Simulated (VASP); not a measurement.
# Hf (P6_3/mmc) in VASP: further runs

Runs on Hf. Level: BLYP. Tasks: single point, relaxation of cell and atoms.

Everything below comes from runs of VASP 6.6.1. Logs are shortened: lines on timing, memory, paths and dates and some standing lists are left out, and cuts for length are marked.

### Step 1. The cell of the first run

The structure is hexagonal, space group P6_3/mmc (No. 194). The conventional cell has a = 3.352 Å, b = 3.352 Å, c = 10.714 Å, α = 90.00°, β = 90.00°, γ = 120.00°. Within 4.3 Å of Hf (site symmetry -3m) lie 12 Hf at 3.30 to 3.35 Å. Within 4.3 Å of Hf (site symmetry -6m2) lie 12 Hf at 3.30 to 3.35 Å.

### Step 2. Single point, BLYP (26.06 Å³/atom)

INCAR reads:

```
PREC     = Accurate       # precision mode
ENCUT    = 520            # plane-wave cutoff, eV
EDIFF    = 1E-6           # SCF threshold, eV
ISMEAR   = -1             # smearing method
SIGMA    = 0.1            # smearing width, eV
LREAL    = F              # projectors in reciprocal space
LASPH    = T              # aspherical terms in the spheres
NELM     = 80             # most SCF steps
ALGO     = Normal         # electronic algorithm
ISIF     = 2              # what is computed and relaxed
LWAVE    = F              # write WAVECAR
LCHARG   = T              # write CHGCAR
GGA      = B5             # functional
ALDAX    = 1.0          
AGGAX    = 1.0          
AGGAC    = 1.0          
ALDAC    = 0.0          
LELF     = T              # ELF
LVHAR    = T            
NBANDS   = 28             # bands
```

KPOINTS reads:

```
regular mesh
0
Gamma
  13 13 4
```

POSCAR reads:

```
Hf
1.0
    3.3516274112      0.0000000000      0.0000000000
   -1.6758137056      2.9025944821      0.0000000000
    0.0000000000      0.0000000000     10.7140598157
Hf
4
Direct
    0.0000000000      1.0000000000      0.0000000000
    0.0000000000      1.0000000000      0.5000000000
    0.3333333333      0.6666666667      0.2500000000
    0.6666666667      0.3333333333      0.7500000000
```

Potentials or basis: VASP PAW PBE potentials, release 64 (Hf_pv).

Command:

```sh
cat potpaw_PBE.64/Hf_pv/POTCAR > POTCAR
mpirun -np 1 vasp_std > vasp.out
```

OUTCAR:

```text
PREC = Accurate
   ENCUT = 520
   EDIFF = 1E-6
   ISMEAR = -1
   LREAL = F
   LASPH = T
   NELM = 80
   ISIF = 2
   GGA = B5

 ion  position               nearest neighbor table
   1  0.000  0.000  0.000-   3 3.30   4 3.30   3 3.30   4 3.30   4 3.30   3 3.30
   2  0.000  0.000  0.500-   3 3.30   4 3.30   3 3.30   4 3.30   4 3.30   3 3.30
   3  0.333  0.667  0.250-   1 3.30   2 3.30   1 3.30   2 3.30   1 3.30   2 3.30
   4  0.667  0.333  0.750-   1 3.30   2 3.30   1 3.30   2 3.30   1 3.30   2 3.30

  LATTYP: Found a hexagonal cell.
 ALAT       =     3.3516274112
 C/A-ratio  =     3.1966738844

  Lattice vectors:

 A1 = (   3.3516274112,   0.0000000000,   0.0000000000)
 A2 = (  -1.6758137056,   2.9025944821,   0.0000000000)
 A3 = (   0.0000000000,   0.0000000000,  10.7140598157)

Analysis of symmetry for initial positions (statically):
=====================================================================
 Subroutine PRICEL returns:
 Original cell was already a primitive cell.

 Routine SETGRP: Setting up the symmetry group for a
 hexagonal supercell.

 Subroutine GETGRP returns: Found 24 space group operations
 (whereof 12 operations were pure point group operations)
 out of a pool of 24 trial point group operations.

The static configuration has the point symmetry D_3d.
 The point group associated with its full space group is D_6h.

Analysis of symmetry for dynamics (positions and initial velocities):
=====================================================================
 Subroutine PRICEL returns:
 Original cell was already a primitive cell.

 Routine SETGRP: Setting up the symmetry group for a
 hexagonal supercell.

 Subroutine GETGRP returns: Found 24 space group operations
 (whereof 12 operations were pure point group operations)
 out of a pool of 24 trial point group operations.

The dynamic configuration has the point symmetry D_3d.
 The point group associated with its full space group is D_6h.

 Subroutine INISYM returns: Found 24 space group operations
 (whereof 12 operations are pure point group operations),
 and found     1 'primitive' translations

----------------------------------------------------------------------------------------

                                     Primitive cell

  volume of cell :     104.2308

  direct lattice vectors                    reciprocal lattice vectors
     3.351627411  0.000000000  0.000000000     0.298362520  0.172259681  0.000000000
    -1.675813706  2.902594482  0.000000000     0.000000000  0.344519362  0.000000000
     0.000000000  0.000000000 10.714059816     0.000000000  0.000000000  0.093335301

  length of vectors
     3.351627411  3.351627411 10.714059816     0.344519362  0.344519362  0.093335301

  position of ions in fractional coordinates (direct lattice)
     0.000000000  0.000000000  0.000000000
     0.000000000  0.000000000  0.500000000
     0.333333333  0.666666667  0.250000000
     0.666666667  0.333333333  0.750000000

  ion indices of the primitive-cell ions
   primitive index   ion index
                 1           1
                 2           2
                 3           3
                 4           4

----------------------------------------------------------------------------------------

 KPOINTS: regular mesh

Automatic generation of k-mesh.
 Grid dimensions read from file:
 generate k-points for:   13   13    4

 Generating k-lattice:

  Cartesian coordinates                     Fractional coordinates (reciprocal lattice)
     0.022950963  0.013250745  0.000000000     0.076923077  0.000000000  0.000000000
     0.000000000  0.026501489  0.000000000     0.000000000  0.076923077  0.000000000
     0.000000000  0.000000000  0.023333825     0.000000000  0.000000000  0.250000000

  Length of vectors
     0.026501489  0.026501489  0.023333825

  Shift w.r.t. Gamma in fractional coordinates (k-lattice)
     0.000000000  0.000000000  0.000000000

 Subroutine IBZKPT returns following result:
 ===========================================

 Found     63 irreducible k-points:

 Following reciprocal coordinates:
            Coordinates               Weight
  0.000000  0.000000  0.000000      1.000000
  0.076923 -0.000000  0.000000      6.000000
  0.153846 -0.000000  0.000000      6.000000
  0.230769 -0.000000  0.000000      6.000000
  0.307692 -0.000000  0.000000      6.000000
  0.384615 -0.000000  0.000000      6.000000
[... 16 lines left out ...]
  0.076923 -0.000000  0.250000     12.000000
  0.153846 -0.000000  0.250000     12.000000
 [... further k-points ...]
   k-points           NKPTS =     63   k-points in BZ     NKDIM =     63   number of bands    NBANDS=     28
   number of dos      NEDOS =    301   number of ions     NIONS =      4
   total plane-waves  NPLWV =  62720
   dimension x,y,z NGX =    28 NGY =   28 NGZ =   80
   dimension x,y,z NGXF=    56 NGYF=   56 NGZF=  160
   ions per type =               4
   NGX,Y,Z   is equivalent  to a cutoff of  13.89, 13.89, 12.41 a.u.
   NGXF,Y,Z  is equivalent  to a cutoff of  27.78, 27.78, 24.83 a.u.
 SYSTEM =  unknown system
   PREC   = accura    normal or accurate (medium, high low for compatibility)
   ISTART =      0    job   : 0-new  1-cont  2-samecut
   ICHARG =      2    charge: 1-file 2-atom 10-const
   ISPIN  =      1    spin polarized calculation?
   LNONCOLLINEAR =      F non collinear calculations
   LSORBIT =      F    spin-orbit coupling
   LASPH  =      T    aspherical Exc in radial PAW
   ENCUT  =  520.0 eV  38.22 Ry    6.18 a.u.   6.23  6.23 19.92*2*pi/ulx,y,z
   NELM   =     80;   NELMIN=  2; NELMDL= -5     # of ELM steps
   EDIFF  = 0.1E-05   stopping-criterion for ELM
   LREAL  =      F    real-space projection
   EDIFFG = 0.1E-04   stopping-criterion for IOM
   NSW    =      0    number of steps for IOM
   IBRION =     -1    ionic relax: 0-MD 1-quasi-New 2-CG
   NFREE  =      0    steps in history (QN), initial steepest desc. (CG)
   ISIF   =      2    stress and relaxation
   ISYM   =      2    0-nonsym 1-usesym 2-fastsym
   POTIM  = 0.5000    time-step for ionic-motion
   TEBEG  =    0.0;   TEEND  =   0.0 temperature during run
   PSTRESS=    0.0 pullay stress
   NELECT =      40.0000    total number of electrons
   NUPDOWN=      -1.0000    fix difference up-down
   EMIN   =  10.00;   EMAX   =-10.00  energy-range for DOS
   EFERMI =   0.00;   METHOD = LEGACY
   ISMEAR =    -1;   SIGMA  =   0.10  broadening in eV -4-tet -1-fermi 0-gaus
   EFERMI_NEDOS =   21; number of points for ismear=-14 and -15
   IALGO  =     38    algorithm
   IMIX   =      4    mixing-type and parameters
     AMIX     =   0.40;   BMIX     =  1.00
     AMIX_MAG =   1.60;   BMIX_MAG =  1.00
  volume/ion in A,a.u.               =      26.06       175.85
  Fermi-wavevector in a.u.,A,eV,Ry     =   1.189678  2.248165 19.256785  1.415334
  Thomas-Fermi vector in A             =   2.325780
   LORBIT       =      0    0 simple, 1 ext, 2 COOP (PROOUT), +10 PAW based schemes
   GGA     = B5    functional components
   LHFCALC =     F    Hartree Fock is set to
   AEXX    =    0.0000 exact exchange contribution
   IVDW    =     0    specifies the selected vdW correction
   LEPSILON=     F    determine dielectric tensor
   LRPA    =     F    only Hartree local field effects (RPA)
 non-spin polarized calculation
  energy-cutoff  :      520.00
  volume of cell :      104.23
 maximum number of plane-waves:      2836
 NGX is ok and might be reduce to    28
   NGX = 13   NGY = 13   NGZ = 39

 number of electron      40.0000000 magnetization

 Free energy of the ion-electron system (eV)
  ---------------------------------------------------
  ext. energy  EPLUGINS =         0.00000000
  ---------------------------------------------------
  free energy    TOTEN  =       -34.01579900 eV

  energy without entropy =      -33.82049424  energy(sigma->0) =      -33.91814662

 E-fermi :   4.3116     XC(G=0): -10.0492

 val. band max:        4.2783223504   @ k =   0.2308   0.1538   0.2500
 cond. band min:       4.3146149354   @ k =   0.0000   0.0000   0.2500
 fundamental gap:      0.0362925850
 Fermi energy:         4.3116011309

 k-point     1 :       0.0000    0.0000    0.0000
  band No.  band energies     occupation
      1     -26.7378      2.00000
      2     -26.5123      2.00000
      3     -26.4640      2.00000
      4     -26.3100      2.00000
      5     -26.3100      2.00000
      6     -26.2837      2.00000
[... 20 lines left out ...]
     27       5.8700      0.00000
     28       5.8700      0.00000

 k-point     2 :       0.0769   -0.0000    0.0000
  band No.  band energies     occupation
      1     -26.7287      2.00000
      2     -26.5154      2.00000
      3     -26.4678      2.00000
      4     -26.3295      2.00000
      5     -26.3164      2.00000
      6     -26.2982      2.00000
[... 20 lines left out ...]
     27       5.9115      0.00000
     28       5.9967      0.00000

 k-point     3 :       0.1538   -0.0000    0.0000
  band No.  band energies     occupation
      1     -26.7027      2.00000
      2     -26.5293      2.00000
      3     -26.4834      2.00000
      4     -26.3818      2.00000
      5     -26.3372      2.00000
      6     -26.3340      2.00000
[... 20 lines left out ...]
     27       6.2346      0.00000
     28       6.3693      0.00000

 k-point     4 :       0.2308   -0.0000    0.0000
  band No.  band energies     occupation
      1     -26.6639      2.00000
      2     -26.5651      2.00000
      3     -26.5198      2.00000
      4     -26.4527      2.00000
      5     -26.4016      2.00000
      6     -26.3580      2.00000
[... 578 lines left out ...]
     27       5.7735      0.00000
     28       5.7735      0.00000

 k-point    23 :       0.0769   -0.0000    0.2500
  band No.  band energies     occupation
      1     -26.7112      2.00000
      2     -26.5860      2.00000
      3     -26.3958      2.00000
      4     -26.3264      2.00000
      5     -26.3136      2.00000
      6     -26.3059      2.00000
[... 20 lines left out ...]
     27       5.7803      0.00000
     28       5.8789      0.00000

 k-point    24 :       0.1538   -0.0000    0.2500
  band No.  band energies     occupation
      1     -26.6882      2.00000
      2     -26.5848      2.00000
      3     -26.4291      2.00000
      4     -26.3761      2.00000
      5     -26.3508      2.00000
      6     -26.3308      2.00000
[... 20 lines left out ...]
     27       6.0562      0.00000
     28       6.1725      0.00000

 [... further k-points ...]

------------------------ aborting loop because EDIFF is reached ----------------------------------------

  FORCE on cell =-STRESS in cart. coord.  units (eV):
  Direction    XX          YY          ZZ          XY          YZ          ZX
  --------------------------------------------------------------------------------------
  -------------------------------------------------------------------------------------
  Total       -6.0190668     -6.0190668     -6.0863575      0.0000000      0.0000000     -0.0000000
  in kB      -92.5216953    -92.5216953    -93.5560488      0.0000000      0.0000000     -0.0000000
  external PRESSURE =     -92.8664798 kB  Pullay stress =       0.0000000 kB

 VOLUME and BASIS-vectors are now :
 -----------------------------------------------------------------------------
  energy-cutoff  :      520.00
  volume of cell :      104.23
      direct lattice vectors                 reciprocal lattice vectors
     3.351627411  0.000000000  0.000000000     0.298362520  0.172259681  0.000000000
    -1.675813706  2.902594482  0.000000000     0.000000000  0.344519362  0.000000000
     0.000000000  0.000000000 10.714059816     0.000000000  0.000000000  0.093335301

 POSITION                                       TOTAL-FORCE (eV/Angst)
 -----------------------------------------------------------------------------------
      0.00000      0.00000      0.00000        -0.000000      0.000000      0.000000
      0.00000      0.00000      5.35703        -0.000000      0.000000      0.000000
     -0.00000      1.93506      2.67851        -0.000000      0.000000     -0.000000
      1.67581      0.96753      8.03554         0.000000     -0.000000     -0.000000
 -----------------------------------------------------------------------------------
    total drift:                                0.000000     -0.000000      0.000000

  FREE ENERGIE OF THE ION-ELECTRON SYSTEM (eV)
  ---------------------------------------------------
  free  energy   TOTEN  =       -34.0157989967 eV

  energy  without entropy=      -33.8204942409  energy(sigma->0) =      -33.91814662
```

Wall time 2.9 min (1 thread of Intel Xeon Platinum 8488C (Sapphire Rapids), shared host); peak memory 0.31 GiB.

What came out:

- Free energy: -34.0158 eV
- Pressure: -9.3 GPa
- Band gap on the k mesh: zero (bands 20 and 21 overlap by 1.41 eV)

Stress tensor (GPa, compression positive):
```
-9.25  0.00  0.00
 0.00 -9.25  0.00
 0.00  0.00 -9.36
```

Levels at points of the mesh, in eV from the Fermi level:
| k point | band 17 | band 18 | band 19 | band 20 | band 21 | band 22 | band 23 | band 24 |
| --- | --- | --- | --- | --- | --- | --- | --- | --- |
| (0.00, 0.00, 0.00) | 0.17 | 0.20 | 0.48 | 0.92 | 0.92 | 1.01 | 1.01 | 1.28 |
| (0.00, 0.00, 0.50) | 0.07 | 0.07 | 0.88 | 0.88 | 1.08 | 1.08 | 1.08 | 1.08 |

Caveat: the cell stands under tension; the PAW data sets were made with another functional, which shifts forces and pressure a little; spin-orbit coupling is left out, which moves the levels of the heavy elements.

### Step 3. Single point, BLYP

This run uses another cell than the first one, of 23.27 Å³/atom.

INCAR reads:

```
PREC = Accurate
ENCUT = 520
EDIFF = 1E-7
ISMEAR = -1
SIGMA = 0.1
LREAL = False
LASPH = True
NELM = 100
ALGO = Normal
ISIF = 2
LWAVE = False
LCHARG = False
GGA = B5
ALDAX = 1.0
AGGAX = 1.0
AGGAC = 1.0
ALDAC = 0.0
NBANDS = 28
```

KPOINTS reads:

```
Automatic mesh
0
Gamma
  15 15 4
```

POSCAR reads:

```
Hf
1.0
    3.2273771963      0.0000000000      0.0000000000
   -1.6136885981      2.7949906396      0.0000000000
    0.0000000000      0.0000000000     10.3168723984
Hf
4
Direct
    0.0000000000      1.0000000000      0.0000000000
    0.0000000000      1.0000000000      0.5000000000
    0.3333333333      0.6666666667      0.2500000000
    0.6666666667      0.3333333333      0.7500000000
```

Potentials or basis: VASP PAW PBE potentials, release 64 (Hf_pv).

Command:

```sh
cat potpaw_PBE.64/Hf_pv/POTCAR > POTCAR
mpirun -np 1 vasp_std > vasp.out
```

It took 3.2 min on 1 thread of Intel Xeon Platinum 8488C (Sapphire Rapids), shared host; peak memory 0.29 GiB.

Results (log left out):

| Property | Result |
| --- | --- |
| Free energy | -34.3666 eV |
| Pressure | 0.0 GPa |
| Band gap on the k mesh | zero (bands 20 and 21 overlap by 1.55 eV) |

Stress tensor (GPa, compression positive):
```
 0.05  0.00  0.00
 0.00  0.05  0.00
 0.00  0.00 -0.03
```

Levels at points of the mesh, in eV from the Fermi level:
| k point | band 16 | band 17 | band 18 | band 19 | band 20 | band 21 | band 22 | band 23 | band 24 | band 25 |
| --- | --- | --- | --- | --- | --- | --- | --- | --- | --- | --- |
| (0.00, 0.00, 0.00) | -3.49 | 0.15 | 0.19 | 0.79 | 0.96 | 0.96 | 1.07 | 1.07 | 1.38 | 1.52 |
| (0.00, 0.00, 0.50) | -3.85 | 0.20 | 0.20 | 0.92 | 0.92 | 1.14 | 1.14 | 1.14 | 1.14 | 1.40 |

Caveat: the PAW data sets were made with another functional, which shifts forces and pressure a little; spin-orbit coupling is left out, which moves the levels of the heavy elements.

### Step 4. Relaxation of cell and atoms, BLYP

This run uses another cell than the first one, of 22.38 Å³/atom.

INCAR reads:

```
PREC = Accurate ; ENCUT = 600
EDIFF = 1E-6 ; ISMEAR = -1
SIGMA = 0.1 ; LREAL = False
LASPH = True ; NELM = 80
ALGO = Normal ; ISIF = 3
LWAVE = False ; LCHARG = False
GGA = B5 ; ALDAX = 1.0
AGGAX = 1.0 ; AGGAC = 1.0
ALDAC = 0.0 ; IBRION = 2
NSW = 80 ; EDIFFG = -0.01
```

KPOINTS reads:

```
regular mesh
0
Gamma
  11 11 3
```

POSCAR reads:

```
Hf
1.0
    3.1631972627      0.0000000000      0.0000000000
   -1.5815986313      2.7394091867      0.0000000000
    0.0000000000      0.0000000000     10.3310022599
Hf
4
Direct
    0.0000000000      0.0000000000      0.0000000000
    0.0000000000      0.0000000000      0.5000000000
    0.3333333333      0.6666666667      0.2500000000
    0.6666666667      0.3333333333      0.7500000000
```

Command:

```sh
cat potpaw_PBE.64/Hf_pv/POTCAR > POTCAR
mpirun -np 1 vasp_std > vasp.out
```

Wall time 7.6 min (1 thread of Intel Xeon Platinum 8488C (Sapphire Rapids), shared host); peak memory 0.28 GiB.

The run converged. Its results:

```
Free energy                           : -34.3664 eV
Relaxed volume                        : 23.25 Å³/atom
Relaxed cell                          : a = 3.227 Å, b = 3.227 Å, c = 10.317 Å, α = 90.00°, β = 90.00°, γ = 120.00°
Space group after relaxing (to 0.1 Å) : P6_3/mmc (No. 194)
Energy gained by relaxing             : 13.2 meV/atom
Ionic steps                           : 6
Pressure after relaxing               : 0.0 GPa
Band gap on the k mesh                : zero (bands 20 and 21 overlap by 1.47 eV)
```

The path:
```csv
step,energy change (eV),largest force (eV/Å),pressure (GPa),volume (Å³)
1,0.0000,0.0000,4.06,89.52
2,-0.0007,0.0000,-3.94,97.07
3,-0.0484,0.0000,-0.22,93.23
4,-0.0484,0.0000,-0.14,93.16
5,-0.0522,0.0000,-0.01,93.06
6,-0.0527,0.0000,0.04,93.02
```

Final structure:
```
CELL_PARAMETERS angstrom
3.22656 0.00000 0.00000
-1.61328 2.79428 0.00000
0.00000 0.00000 10.31684
ATOMIC_POSITIONS crystal
Hf 0.00000 0.00000 0.00000
Hf 0.00000 0.00000 0.50000
Hf 0.33333 0.66667 0.25000
Hf 0.66667 0.33333 0.75000
```

Levels at points of the mesh, in eV from the Fermi level:
```tsv
k point	band 18	band 19	band 20	band 21	band 22	band 23
(0.00, 0.00, 0.00)	0.18	0.78	0.96	0.96	1.06	1.06
```

Caveat: the PAW data sets were made with another functional, which shifts forces and pressure a little; spin-orbit coupling is left out, which moves the levels of the heavy elements.

### Step 5. Summary

| task | cell | k mesh | cutoff (eV) | gap on the mesh (eV) | pressure (GPa) |
| --- | --- | --- | --- | --- | --- |
| single point | a = 3.352, b = 3.352, c = 10.714 Å, angles 90.0, 90.0, 120.0°, 4 atoms | 13 × 13 × 4 | 520 | none | -9.3 |
| single point | a = 3.227, b = 3.227, c = 10.317 Å, angles 90.0, 90.0, 120.0°, 4 atoms | 15 × 15 × 4 | 520 | none | 0.0 |
| relaxation of cell and atoms | relaxed from a = 3.163, b = 3.163, c = 10.331 Å, angles 90.0, 90.0, 120.0°, 4 atoms | 11 × 11 × 3 | 600 | none | 0.0 |

Alike in all rows: level BLYP; potentials or basis VASP PAW PBE potentials, release 64 (Hf_pv); no spin polarisation; smearing fermi-dirac 0.1 eV.

Caveats: the PAW data sets were made with another functional, which shifts forces and pressure a little; spin-orbit coupling is left out, which moves the levels of the heavy elements; the cell stands under tension (at least some runs).

Absolute energies hang on the potentials; compare differences alone.
